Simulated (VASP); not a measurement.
TiO: single point with r2SCAN

TiO:

```xyz
4
Lattice="2.8516 0.0000 0.0000 -1.4258 2.4696 0.0000 0.0000 0.0000 5.5675" Properties=species:S:1:pos:R:3 pbc="T T T"
Ti    0.0000    1.6464    1.3919
Ti    1.4258    0.8232    4.1756
O     0.0000    0.0000    0.0000
O     0.0000    0.0000    2.7838
```

```yaml
Program: VASP 6.6.1
Task: single point
Functional: r2SCAN
Potentials_or_basis: VASP PAW PBE potentials, release 64 (Ti_sv, O)
Cutoff: 520 eV
k_mesh: 6 × 6 × 2
Occupations: gaussian, width 0.1 eV
Spin: no spin polarisation
Dipole_correction: no
Further_INCAR_settings: ALGO = Normal; EDIFF = 1e-06; NBANDS = 26
```

```yaml
Pressure: -3.7 GPa
Band_gap_on_the_k_mesh: zero (filled and empty bands touch)
```

Stress tensor (GPa, compression positive):
```
-4.10  0.00  0.00
 0.00 -4.10  0.00
 0.00  0.00 -2.84
```

Levels at points of the mesh, in eV from the Fermi level:
```csv
k point,band 14,band 15,band 16,band 17,band 18,band 19,band 20,band 21,band 22,band 23
"(0.00, 0.00, 0.00)",-5.64,-5.64,-5.60,-2.09,-0.08,-0.08,-0.01,1.17,1.17,1.64
"(0.50, 0.00, 0.00)",-6.97,-6.13,-5.82,-2.78,-0.08,1.04,1.77,2.09,2.41,2.80
"(0.00, 0.00, 0.50)",-5.92,-5.92,-5.92,-0.64,-0.64,0.78,0.78,0.78,0.78,2.30
"(0.50, 0.00, 0.50)",-7.58,-6.44,-6.44,-1.39,-1.39,2.16,2.16,2.37,2.37,2.41
```

It took 46 s on 1 thread of Intel(R) Xeon(R) Platinum 8559C (Emerald Rapids), with other jobs on the host, peak memory 0.17 GiB.

Caveat: the k points lie up to 0.56 Å⁻¹ apart; the PAW data sets were made with another functional, which shifts forces and pressure a little; semilocal functionals often make such compounds metallic where correlation or magnetic order opens a gap, which also shifts bond lengths.
